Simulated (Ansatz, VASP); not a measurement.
Al3GaN4: VASP beside Ansatz

```xyz
8
Lattice="5.0434 0.0000 0.0001 0.0000 2.9736 0.0000 -0.0032 0.0000 5.4180" Properties=species:S:1:pos:R:3 pbc="T T T"
Al    2.5223    1.4868    0.9066
Al    0.0019    1.4868    4.5230
Al    0.0044    0.0000    1.7971
Ga    2.5166    0.0000    3.6095
N     0.5585    0.0000    3.6102
N     0.6170    1.4868    0.9057
N     3.1500    1.4868    4.5522
N     3.1419    0.0000    1.7679
```

Change from the starting cell: strain -0.0500 x Voigt [0, 1, 0, 0, 0, 0], atoms carried along.

Alike in both runs: task single point; functional PBEsol; k mesh 6 × 8 × 4; occupations gaussian, width 0.05 eV; no spin polarisation.

```csv
,VASP,Ansatz
version,VASP 6.6.1,Ansatz 0.2.0
potentials or method,"VASP PAW PBE potentials, release 64 (Al, Ga_d, N), cutoff 520 eV","scalar-relativistic, plane waves, PAW"
valence electrons in the cell,42,42
```

VASP gave:

* gap on the k mesh at the Fermi level (eV): 3.63
* least direct gap on the mesh (eV): 3.63
* pressure (GPa): 12.0
* traceless stress, the component that is largest in VASP (GPa): 14.44
* rms of the force components (eV/Å): 0.413

Task: Estimate Ansatz's values.

Result: gap on the k mesh at the Fermi level (eV): 3.62; least direct gap on the mesh (eV): 3.62; pressure (GPa): 12.0; traceless stress, the component that is largest in VASP (GPa): 14.32; rms of the force components (eV/Å): 0.410.

VASP's potentials were made for PBE, not for PBEsol. Atom by atom the forces differ by 0.010 eV/Å (rms over components).
